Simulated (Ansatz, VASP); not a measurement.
Two plane-wave programs on BN

File INCAR:

```
SYSTEM = BN
ALGO = Normal
EDIFF = 1E-7
EDIFFG = -0.05
ENCUT = 600
GGA = CA
GGA_COMPAT = .False.
IBRION = 2
ISIF = 3
ISMEAR = 0
LASPH = .True.
LCHARG = .False.
LREAL = .False.
LWAVE = .False.
NELM = 120
NELMIN = 4
NSW = 100
PREC = Accurate
SIGMA = 0.1
```

KPOINTS

```
k-points
0
Gamma
  9 9 4
  0 0 0
```

Contents of POSCAR:

```
BN
1.0
    2.5400000000      0.0000000000      0.0000000000
   -1.2700000000      2.1997045300      0.0000000000
    0.0000000000      0.0000000000      6.5980000000
B N
2 2
Direct
    0.3333333300      0.6666666700      0.2500000000
    0.6666666700      0.3333333300      0.7500000000
    0.3333333300      0.6666666700      0.7500000000
    0.6666666700      0.3333333300      0.2500000000
```

Input for Ansatz:

```yaml
crystal:
  lattice:
    - [2.54, 0.0, 0.0]
    - [-1.27, 2.19970453, 0.0]
    - [0.0, 0.0, 6.598]
  atoms:
    - { symbol: B, position: [0.33333333, 0.66666667, 0.25] }
    - { symbol: B, position: [0.66666667, 0.33333333, 0.75] }
    - { symbol: "N", position: [0.33333333, 0.66666667, 0.75] }
    - { symbol: "N", position: [0.66666667, 0.33333333, 0.25] }
basis:
  ecutwfc: 420
kpoints:
  mp_grid: { grid: [9, 9, 4] }
hamiltonian:
  xc: lda
  pseudopotentials: { kind: paw, azcp: { folder: soft_1 } }
scf:
  occupations: { method: gaussian, width: 0.1 }
output:
  forces: true
  stress: true
  eigenvalues: true
relax:
  adjacent_minimum: "off"
  f_tol: 0.05
  max_steps: 80
  cell: { stress_tol: 0.5 }
```

Alike in both runs: task relaxation of cell and atoms; functional LDA; k mesh 9 × 9 × 4; occupations gaussian, width 0.1 eV; no spin polarisation.

|  | VASP | Ansatz |
| --- | --- | --- |
| version | VASP 6.6.1 | Ansatz 0.2.0 |
| potentials or method | VASP PAW LDA potentials, release 64 (B, N), cutoff 600 eV | scalar-relativistic, plane waves, PAW |
| valence electrons in the cell | 16 | 16 |

|  | VASP | Ansatz | Ansatz less VASP |
| --- | --- | --- | --- |
| gap on the k mesh at the Fermi level, each at its own relaxed structure (eV) | 4.22 | 4.23 | +0.006 |
| relaxed volume (Å³/atom) | 8.86 | 8.76 | -0.104 |
| relaxed cell length with the largest relative difference (Å) | 6.594 | 6.532 | -0.0611 |

Ansatz warns that its potentials were made for another functional, while VASP's fit it. LDA's correlation is that of Perdew and Zunger in VASP and of Perdew and Wang (1992) in Ansatz.
